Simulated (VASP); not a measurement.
The system is Al.

```
Al
1.0
     0.00000    2.02398    2.02398
     2.02398    0.00000    2.02398
     2.02398    2.02398    0.00000
Al
1
Direct
  0.00000 0.00000 0.00000
```

```yaml
Program: VASP 6.6.1
Task: relaxation of cell and atoms
Functional: LDA
Potentials_or_basis: VASP PAW LDA potentials, release 64 (Al)
Cutoff: 600 eV
k_mesh: 18 × 18 × 18
Occupations: gaussian, width 0.1 eV
Spin: no spin polarisation
```

At the start: pressure -3.5 GPa; volume 16.58 Å³/atom.

Question: How do energy, volume and symmetry change on relaxing?

Answer: Over 3 steps the energy falls by 8.7 meV/atom and the volume is 15.82 Å³/atom (-4.6 %); space group Fm-3m (No. 225, to 0.05 Å).

Step by step:
```csv
step,energy change (eV),largest force (eV/Å),pressure (GPa),volume (Å³)
1,0.0000,0.0000,-3.51,16.58
2,-0.0086,0.0000,0.49,15.72
3,-0.0087,0.0000,0.00,15.82
```

Final structure:
```
Al
1.0
     0.00000    1.99237    1.99237
     1.99237    0.00000    1.99237
     1.99237    1.99237    0.00000
Al
1
Cartesian
  0.0000 0.0000 0.0000
```
